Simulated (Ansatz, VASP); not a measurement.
## Fe: VASP beside Ansatz

```
Fe
1.0
    -1.41415    1.41415    1.41415
     1.41415   -1.41415    1.41415
     1.41415    1.41415   -1.41415
Fe
1
Direct
  0.00000 0.00000 0.00000
```

Alike in both runs: task relaxation of cell and atoms; functional PBE; k mesh 20 × 20 × 20; occupations gaussian, width 0.1 eV; collinear spin.

|  | VASP | Ansatz |
| --- | --- | --- |
| version | VASP 6.6.1 | Ansatz 0.2.0 |
| potentials or method | VASP PAW PBE potentials, release 64 (Fe), cutoff 600 eV | scalar-relativistic, plane waves, PAW |
| valence electrons in the cell | 8 | 16 |

```csv
,VASP,Ansatz,Ansatz less VASP
"gap on the k mesh at the Fermi level, each at its own relaxed structure (eV)",none,none,-
net moment per atom (μB),2.20,2.17,-0.027
size of the moment on the site where the two differ most (μB),2.19,2.22,+0.023
relaxed volume (Å³/atom),11.35,11.35,0.000
relaxed length of the cell vector where the two differ most in proportion (Å),2.452,2.452,0.0000
```

Site moments also hang on the region over which each program counts them. A gap of «none» marks a metal or a gap that the smearing closes. VASP's potentials hold 8 valence electrons a cell and Ansatz's 16, so a difference there can come from the potentials and not from the codes.
